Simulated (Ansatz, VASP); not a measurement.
# One calculation of GaSb, two programs

```
Ga Sb
1.0
     0.00000    3.02343    3.02343
     3.02343    0.00000    3.02343
     3.02343    3.02343    0.00000
Ga Sb
1 1
Direct
  0.00000 0.00000 0.00000
  0.25000 0.25000 0.25000
```

Alike in both runs: functional LDA; k mesh 8 × 8 × 8; occupations gaussian, width 0.01 eV; no spin polarisation.

Ansatz relaxed the structure, and its values are those at the end. VASP's run is a single point on that final structure, the one shown.

|  | VASP | Ansatz |
| --- | --- | --- |
| version | VASP 6.6.1 | Ansatz 0.2.0 |
| potentials or method | VASP PAW LDA potentials, release 64 (Ga_d, Sb), cutoff 500 eV | scalar-relativistic, plane waves, PAW |
| valence electrons in the cell | 18 | 28 |

Ansatz gave:

| Property | Result |
| --- | --- |
| gap on the k mesh at the Fermi level (eV) | 0.08 |
| least direct gap on the mesh (eV) | 0.08 |
| pressure (GPa) | 0.0 |

**Question.** What did VASP give for the same quantities?

**Answer.** gap on the k mesh at the Fermi level (eV): 0.13; least direct gap on the mesh (eV): 0.13; pressure (GPa): 0.2.

Ansatz warns that its potentials were made for another functional, while VASP's fit it. LDA's correlation is that of Perdew and Zunger in VASP and of Perdew and Wang (1992) in Ansatz. VASP's potentials hold 18 valence electrons a cell and Ansatz's 28, so a difference there can come from the potentials and not from the codes.

Neither program's run includes spin-orbit coupling.
